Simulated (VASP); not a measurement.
Li:

```xyz
4
Lattice="4.4544 0.0000 0.0000 0.0000 4.4544 0.0000 0.0000 0.0000 4.4544" Properties=species:S:1:pos:R:3 pbc="T T T"
Li    3.8957    0.5587    2.7859
Li    1.6685    1.6685    1.6685
Li    0.5587    2.7859    3.8957
Li    2.7859    3.8957    0.5587
```

Base run:

```yaml
Program: VASP 6.6.1
Functional: revPBE
Potentials_or_basis: VASP PAW PBE potentials, release 64 (Li_sv)
Cutoff: 750 eV
k_mesh: 6 × 6 × 6
Occupations: fermi-dirac, width 0.15 eV
Spin: no spin polarisation
```

Its results: band gap on the k mesh zero (band 6 reaches 2.79 eV, above the bottom of band 7 at 0.38 eV); pressure 0.5 GPa; largest force 0.005 eV/Å.

The run is repeated on the same cell with these changes: functional from revPBE to PBEsol. What comes out?

Band gap on the k mesh zero (band 6 reaches 2.69 eV, above the bottom of band 7 at 0.31 eV); pressure 0.0 GPa; largest force 0.005 eV/Å.

PBEsol binds more tightly than revPBE, so the same cell stands under less pressure.

Caveats: the PAW data sets were made with another functional, which shifts forces and pressure a little.
